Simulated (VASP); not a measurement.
A run of VASP 6.6.1:

Contents of INCAR:

```
SYSTEM = Li3ClO
PREC     = Accurate       ! precision mode
ENCUT    = 520            ! plane-wave cutoff, eV
EDIFF    = 1E-6           ! SCF threshold, eV
ISMEAR   = 0              ! smearing method
SIGMA    = 0.05           ! smearing width, eV
LREAL    = .FALSE.        ! projectors in reciprocal space
LASPH    = .TRUE.         ! aspherical terms in the spheres
NELM     = 100            ! most SCF steps
ALGO     = Normal         ! electronic algorithm
ISIF     = 2              ! what is computed and relaxed
LWAVE    = .FALSE.        ! write WAVECAR
LCHARG   = .FALSE.        ! write CHGCAR
NBANDS   = 19             ! bands
```

Contents of KPOINTS:

```
regular mesh
0
G
  6 6 6
  0 0 0
```

The input POSCAR:

```
Li3ClO
1.0
    4.0184884862      0.0000000000      0.0000000000
    0.0000000000      4.0184884862      0.0000000000
    0.0000000000      0.0000000000      3.6970094073
Li Cl O
3 1 1
Direct
    0.0000000000      0.5000000000      0.5000000000
    0.5000000000      0.0000000000      0.5000000000
    0.5000000000      0.5000000000      0.0000000000
    0.0000000000      0.0000000000      0.0000000000
    0.5000000000      0.5000000000      0.5000000000
```

Potentials or basis: VASP PAW LDA potentials, release 64 (Li_sv, Cl, O).

The run is started by

```console
$ cat potpaw_LDA.64/Li_sv/POTCAR potpaw_LDA.64/Cl/POTCAR potpaw_LDA.64/O/POTCAR > POTCAR
$ mpirun -np 1 vasp_std > vasp.out
```

Hardware: 1 thread of Intel(R) Xeon(R) Platinum 8488C (Sapphire Rapids) (shared host).

**Question.** Estimate the wall time of this run.

**Answer.** Wall time 30 s on 1 thread of Intel(R) Xeon(R) Platinum 8488C (Sapphire Rapids) (shared host), peak memory 0.16 GiB. Counts: scf iterations 14, k points 40.
